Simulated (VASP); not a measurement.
A run of VASP 6.6.1:

Contents of INCAR:

```
SYSTEM = Yb
  ALGO = Normal
  EDIFF = 1E-6
  ENCUT = 520
  GGA = CA
  ISIF = 2
  ISMEAR = -5
  ISPIN = 2
  LASPH = .True.
  LCHARG = .False.
  LMAXMIX = 6
  LORBIT = 11
  LREAL = .False.
  LWAVE = .False.
  MAGMOM = 0.3
  NBANDS = 14
  NELM = 150
  PREC = Accurate
  SIGMA = 0.05
```

File KPOINTS:

```
k-points
0
Gamma
  9 9 9
  0 0 0
```

The input POSCAR:

```
Yb
1.0
   -2.1514830000      2.1514830000      2.1514830000
    2.1514830000     -2.1514830000      2.1514830000
    2.1514830000      2.1514830000     -2.1514830000
Yb
1
Direct
    0.0000000000      0.0000000000      0.0000000000
```

Potentials or basis: VASP PAW PBE potentials, release 64 (Yb_2), 4f in core.

Launch:

```console
$ cat potpaw_PBE.64/Yb_2/POTCAR > POTCAR
$ mpirun -np 1 vasp_std > vasp.out
```

Hardware: 1 thread of AMD EPYC 7R13 Processor (Zen 3), on a shared host.

**Question.** Estimate the wall time of this run.

**Answer.** It took 23 s on 1 thread of AMD EPYC 7R13 Processor (Zen 3), on a shared host, peak memory 0.14 GiB. Counts: scf iterations 12, k points 35.
